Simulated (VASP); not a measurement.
# SiO2 (P4_32_12) in VASP: a series of runs

Runs on SiO2. Level: LDA. Tasks: single point.

Program: VASP 6.6.1. These are calculated values, not measurements. Logs are shortened: lines on timing, memory, paths and dates and some standing lists are left out, and cuts for length are marked.

**1. The cell of the first run**

Symmetry: P4_32_12, No. 96, tetragonal system. The conventional cell has a = 4.383 Å, b = 4.383 Å, c = 5.800 Å, α = 90.00°, β = 90.00°, γ = 90.00°. Within 2.1 Å of Si (site symmetry 2) lie 4 O at 1.59 to 1.60 Å. O (site symmetry 1) has 2 Si at 1.59 to 1.60 Å within 2.1 Å.

**2. Single point, LDA**

Contents of INCAR:

```
SYSTEM = SiO2
PREC = Accurate ; ENCUT = 520
EDIFF = 1E-6 ; ISMEAR = 0
SIGMA = 0.02 ; LREAL = .FALSE.
LASPH = .TRUE. ; NELM = 80
ALGO = Normal ; ISIF = 2
LWAVE = .FALSE. ; LCHARG = .FALSE.
GGA = CA ; NBANDS = 44
```

Contents of KPOINTS:

```
Automatic mesh
0
G
  6 6 4
  0 0 0
```

Contents of POSCAR:

```
SiO2
1.0
    4.3831531365      0.0000000000      0.0000000000
    0.0000000000      4.3831531365      0.0000000000
    0.0000000000      0.0000000000      5.8003184374
Si O
4 8
Direct
    0.1437518688      0.1437518688      0.0000000000
    0.3562481312      0.6437518688      0.7500000000
    0.6437518688      0.3562481312      0.2500000000
    0.8562481312      0.8562481312      0.5000000000
    0.7113088262      0.7188025911      0.7316443109
    0.2886911738      0.2811974089      0.2316443109
    0.7188025911      0.7113088262      0.2683556891
    0.2188025911      0.7886911738      0.9816443109
    0.2811974089      0.2886911738      0.7683556891
    0.2113088262      0.7811974089      0.5183556891
    0.7886911738      0.2188025911      0.0183556891
    0.7811974089      0.2113088262      0.4816443109
```

Potentials or basis: VASP PAW LDA potentials, release 64 (Si, O).

Launch:

```sh
$ cat potpaw_LDA.64/Si/POTCAR potpaw_LDA.64/O/POTCAR > POTCAR
$ mpirun -np 1 vasp_std > vasp.out
```

OUTCAR:

```text
SYSTEM = SiO2
   PREC = Accurate
   ENCUT = 520
   EDIFF = 1E-6
   ISMEAR = 0
   LREAL = .FALSE.
   LASPH = .TRUE.
   NELM = 80
   ISIF = 2
   GGA = CA

 ion  position               nearest neighbor table
   1  0.144  0.144  0.000-   8 1.59  11 1.59   9 1.60   6 1.60   2 2.79   3 2.79   2 2.79   3 2.79

   2  0.356  0.644  0.750-   5 1.59   9 1.59   8 1.60  10 1.60   1 2.79   4 2.79   1 2.79   4 2.79

   3  0.644  0.356  0.250-   6 1.59   7 1.59  11 1.60  12 1.60   1 2.79   4 2.79   4 2.79   1 2.79

   4  0.856  0.856  0.500-  10 1.59  12 1.59   5 1.60   7 1.60   2 2.79   3 2.79   3 2.79   2 2.79

   5  0.711  0.719  0.732-   2 1.59   4 1.60
   6  0.289  0.281  0.232-   3 1.59   1 1.60
   7  0.719  0.711  0.268-   3 1.59   4 1.60
   8  0.219  0.789  0.982-   1 1.59   2 1.60
   9  0.281  0.289  0.768-   2 1.59   1 1.60
  10  0.211  0.781  0.518-   4 1.59   2 1.60
  11  0.789  0.219  0.018-   1 1.59   3 1.60
  12  0.781  0.211  0.482-   4 1.59   3 1.60

  LATTYP: Found a simple tetragonal cell.
 ALAT       =     4.3831531365
 C/A-ratio  =     1.3233209648

  Lattice vectors:

 A1 = (   4.3831531365,   0.0000000000,   0.0000000000)
 A2 = (   0.0000000000,   4.3831531365,   0.0000000000)
 A3 = (   0.0000000000,   0.0000000000,   5.8003184374)

Analysis of symmetry for initial positions (statically):
=====================================================================
 Subroutine PRICEL returns:
 Original cell was already a primitive cell.

 Routine SETGRP: Setting up the symmetry group for a
 simple tetragonal supercell.

 Subroutine GETGRP returns: Found  8 space group operations
 (whereof  2 operations were pure point group operations)
 out of a pool of 16 trial point group operations.

The static configuration has the point symmetry C_2 .
 The point group associated with its full space group is D_4 .

Analysis of symmetry for dynamics (positions and initial velocities):
=====================================================================
 Subroutine PRICEL returns:
 Original cell was already a primitive cell.

 Routine SETGRP: Setting up the symmetry group for a
 simple tetragonal supercell.

 Subroutine GETGRP returns: Found  8 space group operations
 (whereof  2 operations were pure point group operations)
 out of a pool of 16 trial point group operations.

The dynamic configuration has the point symmetry C_2 .
 The point group associated with its full space group is D_4 .

 Subroutine INISYM returns: Found  8 space group operations
 (whereof  2 operations are pure point group operations),
 and found     1 'primitive' translations

----------------------------------------------------------------------------------------

                                     Primitive cell

  volume of cell :     111.4359

  direct lattice vectors                    reciprocal lattice vectors
     4.383153136  0.000000000  0.000000000     0.228146261  0.000000000  0.000000000
     0.000000000  4.383153136  0.000000000     0.000000000  0.228146261  0.000000000
     0.000000000  0.000000000  5.800318437     0.000000000  0.000000000  0.172404328

  length of vectors
     4.383153136  4.383153136  5.800318437     0.228146261  0.228146261  0.172404328

  position of ions in fractional coordinates (direct lattice)
     0.143751869  0.143751869  0.000000000
     0.356248131  0.643751869  0.750000000
     0.643751869  0.356248131  0.250000000
     0.856248131  0.856248131  0.500000000
     0.711308826  0.718802591  0.731644311
     0.288691174  0.281197409  0.231644311
     0.718802591  0.711308826  0.268355689
     0.218802591  0.788691174  0.981644311
     0.281197409  0.288691174  0.768355689
     0.211308826  0.781197409  0.518355689
     0.788691174  0.218802591  0.018355689
     0.781197409  0.211308826  0.481644311

  ion indices of the primitive-cell ions
   primitive index   ion index
                 1           1
                 2           2
                 3           3
                 4           4
                 5           5
                 6           6
                 7           7
                 8           8
                 9           9
                10          10
                11          11
                12          12

----------------------------------------------------------------------------------------

 KPOINTS: Automatic mesh

Automatic generation of k-mesh.
 Grid dimensions read from file:
 generate k-points for:    6    6    4

 Generating k-lattice:

  Cartesian coordinates                     Fractional coordinates (reciprocal lattice)
     0.038024377  0.000000000  0.000000000     0.166666667  0.000000000  0.000000000
     0.000000000  0.038024377  0.000000000     0.000000000  0.166666667  0.000000000
     0.000000000  0.000000000  0.043101082     0.000000000  0.000000000  0.250000000

  Length of vectors
     0.038024377  0.038024377  0.043101082

  Shift w.r.t. Gamma in fractional coordinates (k-lattice)
     0.000000000  0.000000000  0.000000000

 Subroutine IBZKPT returns following result:
 ===========================================

 Found     30 irreducible k-points:

 Following reciprocal coordinates:
            Coordinates               Weight
  0.000000  0.000000  0.000000      1.000000
  0.166667  0.000000  0.000000      4.000000
  0.333333  0.000000  0.000000      4.000000
  0.500000  0.000000  0.000000      2.000000
  0.166667  0.166667  0.000000      4.000000
  0.333333  0.166667  0.000000      8.000000
[... 16 lines left out ...]
  0.333333  0.000000  0.500000      4.000000
  0.500000  0.000000  0.500000      2.000000
 [... further k-points ...]
   k-points           NKPTS =     30   k-points in BZ     NKDIM =     30   number of bands    NBANDS=     44
   number of dos      NEDOS =    301   number of ions     NIONS =     12
   total plane-waves  NPLWV =  62208
   dimension x,y,z NGX =    36 NGY =   36 NGZ =   48
   dimension x,y,z NGXF=    72 NGYF=   72 NGZF=   96
   ions per type =               4   8
   NGX,Y,Z   is equivalent  to a cutoff of  13.65, 13.65, 13.76 a.u.
   NGXF,Y,Z  is equivalent  to a cutoff of  27.31, 27.31, 27.52 a.u.
 SYSTEM =  SiO2
   PREC   = accura    normal or accurate (medium, high low for compatibility)
   ISTART =      0    job   : 0-new  1-cont  2-samecut
   ICHARG =      2    charge: 1-file 2-atom 10-const
   ISPIN  =      1    spin polarized calculation?
   LNONCOLLINEAR =      F non collinear calculations
   LSORBIT =      F    spin-orbit coupling
   LASPH  =      T    aspherical Exc in radial PAW
   ENCUT  =  520.0 eV  38.22 Ry    6.18 a.u.   8.15  8.15 10.78*2*pi/ulx,y,z
   NELM   =     80;   NELMIN=  2; NELMDL= -5     # of ELM steps
   EDIFF  = 0.1E-05   stopping-criterion for ELM
   LREAL  =      F    real-space projection
   EDIFFG = 0.1E-04   stopping-criterion for IOM
   NSW    =      0    number of steps for IOM
   IBRION =     -1    ionic relax: 0-MD 1-quasi-New 2-CG
   NFREE  =      0    steps in history (QN), initial steepest desc. (CG)
   ISIF   =      2    stress and relaxation
   ISYM   =      2    0-nonsym 1-usesym 2-fastsym
   POTIM  = 0.5000    time-step for ionic-motion
   TEBEG  =    0.0;   TEEND  =   0.0 temperature during run
   PSTRESS=    0.0 pullay stress
   NELECT =      64.0000    total number of electrons
   NUPDOWN=      -1.0000    fix difference up-down
   EMIN   =  10.00;   EMAX   =-10.00  energy-range for DOS
   EFERMI =   0.00;   METHOD = LEGACY
   ISMEAR =     0;   SIGMA  =   0.02  broadening in eV -4-tet -1-fermi 0-gaus
   EFERMI_NEDOS =   21; number of points for ismear=-14 and -15
   IALGO  =     38    algorithm
   IMIX   =      4    mixing-type and parameters
     AMIX     =   0.40;   BMIX     =  1.00
     AMIX_MAG =   1.60;   BMIX_MAG =  1.00
  volume/ion in A,a.u.               =       9.29        62.67
  Fermi-wavevector in a.u.,A,eV,Ry     =   1.360796  2.571532 25.194813  1.851767
  Thomas-Fermi vector in A             =   2.487428
   LORBIT       =      0    0 simple, 1 ext, 2 COOP (PROOUT), +10 PAW based schemes
   GGA     = CA    functional components
   LHFCALC =     F    Hartree Fock is set to
   AEXX    =    0.0000 exact exchange contribution
   IVDW    =     0    specifies the selected vdW correction
   LEPSILON=     F    determine dielectric tensor
   LRPA    =     F    only Hartree local field effects (RPA)
 non-spin polarized calculation
 Gauss-broadening in eV      SIGMA  =   0.02
  energy-cutoff  :      520.00
  volume of cell :      111.44
 maximum number of plane-waves:      3040
 NGX is ok and might be reduce to    36
   NGX = 17   NGY = 17   NGZ = 21

 number of electron      63.9999999 magnetization

 Free energy of the ion-electron system (eV)
  ---------------------------------------------------
  ext. energy  EPLUGINS =         0.00000000
  ---------------------------------------------------
  free energy    TOTEN  =      -101.65088074 eV

  energy without entropy =     -101.65088074  energy(sigma->0) =     -101.65088074

 E-fermi :   4.5018     XC(G=0): -11.5820

 val. band max:        4.3800087557   @ k =   0.0000   0.0000   0.0000
 cond. band min:      10.3715312157   @ k =   0.0000   0.0000   0.0000
 fundamental gap:      5.9915224601
 Fermi energy:         4.5017820596

 k-point     1 :       0.0000    0.0000    0.0000
  band No.  band energies     occupation
      1     -16.2091      2.00000
      2     -14.6325      2.00000
      3     -14.6325      2.00000
      4     -13.3129      2.00000
      5     -13.3129      2.00000
      6     -13.3056      2.00000
[... 36 lines left out ...]
     43      16.7035      0.00000
     44      17.0926      0.00000

 k-point     2 :       0.1667    0.0000    0.0000
  band No.  band energies     occupation
      1     -16.1010      2.00000
      2     -14.6894      2.00000
      3     -14.5430      2.00000
      4     -13.4558      2.00000
      5     -13.3418      2.00000
      6     -13.2809      2.00000
[... 1026 lines left out ...]
 k-point    24 :       0.5000    0.0000    0.5000
  band No.  band energies     occupation
      1     -15.2463      2.00000
      2     -15.2463      2.00000
      3     -14.2657      2.00000
      4     -14.2657      2.00000
      5     -13.2873      2.00000
      6     -13.2873      2.00000
[... 36 lines left out ...]
     43      16.2621      0.00000
     44      16.2642      0.00000

 [... further k-points ...]
[... 5 lines left out ...]
  --------------------------------------------------------------------------------------
  -------------------------------------------------------------------------------------
  Total       14.7753932     14.7753932     14.7309020      0.0000000      0.0000000      0.0000000
  in kB      212.4342335    212.4342335    211.7945581      0.0000000      0.0000000      0.0000000
  external PRESSURE =     212.2210084 kB  Pullay stress =       0.0000000 kB

 VOLUME and BASIS-vectors are now :
 -----------------------------------------------------------------------------
  energy-cutoff  :      520.00
  volume of cell :      111.44
      direct lattice vectors                 reciprocal lattice vectors
     4.383153136  0.000000000  0.000000000     0.228146261  0.000000000  0.000000000
     0.000000000  4.383153136  0.000000000     0.000000000  0.228146261  0.000000000
     0.000000000  0.000000000  5.800318437     0.000000000  0.000000000  0.172404328

 POSITION                                       TOTAL-FORCE (eV/Angst)
 -----------------------------------------------------------------------------------
      0.63009      0.63009      0.00000        -0.031463     -0.031463     -0.000000
      1.56149      2.82166      4.35024         0.031463     -0.031463     -0.000000
      2.82166      1.56149      1.45008        -0.031463      0.031463     -0.000000
      3.75307      3.75307      2.90016         0.031463      0.031463     -0.000000
      3.11778      3.15062      4.24377         0.048825     -0.011788      0.057757
      1.26538      1.23253      1.34361        -0.048825      0.011788      0.057757
      3.15062      3.11778      1.55655        -0.011788      0.048825     -0.057757
      0.95905      3.45695      5.69385        -0.011788     -0.048825      0.057757
      1.23253      1.26538      4.45671         0.011788     -0.048825     -0.057757
      0.92620      3.42411      3.00663         0.048825      0.011788     -0.057757
      3.45695      0.95905      0.10647        -0.048825     -0.011788     -0.057757
      3.42411      0.92620      2.79369         0.011788      0.048825      0.057757
 -----------------------------------------------------------------------------------
    total drift:                                0.000000     -0.000000      0.000000

  FREE ENERGIE OF THE ION-ELECTRON SYSTEM (eV)
  ---------------------------------------------------
  free  energy   TOTEN  =      -101.6508807389 eV

  energy  without entropy=     -101.6508807389  energy(sigma->0) =     -101.65088074
```

Run time: 1.7 min. Hardware: 1 thread of Intel Xeon Platinum 8488C (Sapphire Rapids), shared host; peak memory 0.24 GiB.

What came out:

- Free energy: -101.6509 eV
- Pressure: 21.2 GPa
- Largest force: 0.077 eV/Å
- Band gap on the k mesh: 5.99 eV

Forces on the atoms (eV/Å):
```
Si  -0.031 -0.031  0.000
Si   0.031 -0.031  0.000
Si  -0.031  0.031  0.000
Si   0.031  0.031  0.000
O    0.049 -0.012  0.058
O   -0.049  0.012  0.058
O   -0.012  0.049 -0.058
O   -0.012 -0.049  0.058
O    0.012 -0.049 -0.058
O    0.049  0.012 -0.058
O   -0.049 -0.012 -0.058
O    0.012  0.049  0.058
```

Levels at points of the mesh, in eV from the valence-band top:
| k point | band 30 | band 31 | band 32 | band 33 | band 34 | band 35 |
| --- | --- | --- | --- | --- | --- | --- |
| (0.00, 0.00, 0.00) | -1.06 | -1.06 | 0.00 | 5.99 | 8.03 | 8.46 |
| (0.50, 0.00, 0.00) | -0.98 | -0.73 | -0.73 | 8.40 | 8.40 | 8.97 |
| (0.50, 0.50, 0.00) | -1.05 | -0.84 | -0.84 | 7.64 | 7.64 | 8.71 |
| (0.00, 0.00, 0.50) | -1.31 | -0.71 | -0.71 | 7.25 | 7.25 | 8.59 |
| (0.50, 0.00, 0.50) | -1.10 | -0.57 | -0.57 | 8.93 | 8.93 | 9.37 |
| (0.50, 0.50, 0.50) | -0.63 | -0.63 | -0.63 | 8.46 | 8.46 | 8.46 |

Caveat: the cell stands under pressure.

[end of part 1 of 2]
